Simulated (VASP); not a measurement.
A run of VASP 6.6.1:

POSCAR

```
TiC
1.0
    0.0000000000      2.1350066600      2.1350066600
    2.1350066600      0.0000000000      2.1350066600
    2.1350066600      2.1350066600      0.0000000000
Ti C
1 1
Direct
    0.0000000000      0.0000000000      0.0000000000
    0.5000000000      0.5000000000      0.5000000000
```

INCAR.step1

```
SYSTEM = TiC
ALGO = Normal
EDIFF = 1E-4
ENCUT = 520
GGA = PE
ISMEAR = -1
LASPH = .TRUE.
LCHARG = .FALSE.
LREAL = .FALSE.
LWAVE = .TRUE.
NELM = 80
PREC = Accurate
SIGMA = 0.1
```

INCAR.step2

```
SYSTEM = TiC
ALGO = Normal
EDIFF = 1E-6
EDIFFG = -0.01
ENCUT = 520
IBRION = 2
ISIF = 2
ISMEAR = -1
ISTART = 1
LASPH = .TRUE.
LCHARG = .FALSE.
LMIXTAU = .TRUE.
LREAL = .FALSE.
LWAVE = .FALSE.
METAGGA = R2SCAN
NELM = 80
NSW = 50
PREC = Accurate
SIGMA = 0.1
```

KPOINTS

```
k-points
0
G
  13 13 13
  0 0 0
```

Potentials or basis: VASP PAW PBE potentials, release 64 (Ti_sv, C).

Launch:

```sh
$ cat potpaw_PBE.64/Ti_sv/POTCAR potpaw_PBE.64/C/POTCAR > POTCAR
$ cp INCAR.step1 INCAR
$ mpirun -np 1 vasp_std > vasp.out
$ cp INCAR.step2 INCAR
$ mpirun -np 1 vasp_std > vasp.out
```

Hardware: 1 thread of Intel(R) Xeon(R) 6975P-C (Granite Rapids) (shared host).

Task: How long does it take, and how much memory?

Result: Run time: 42 s on 1 thread of Intel(R) Xeon(R) 6975P-C (Granite Rapids), with other jobs on the host, peak memory 0.15 GiB. Counts: k points 84, ion steps 1.
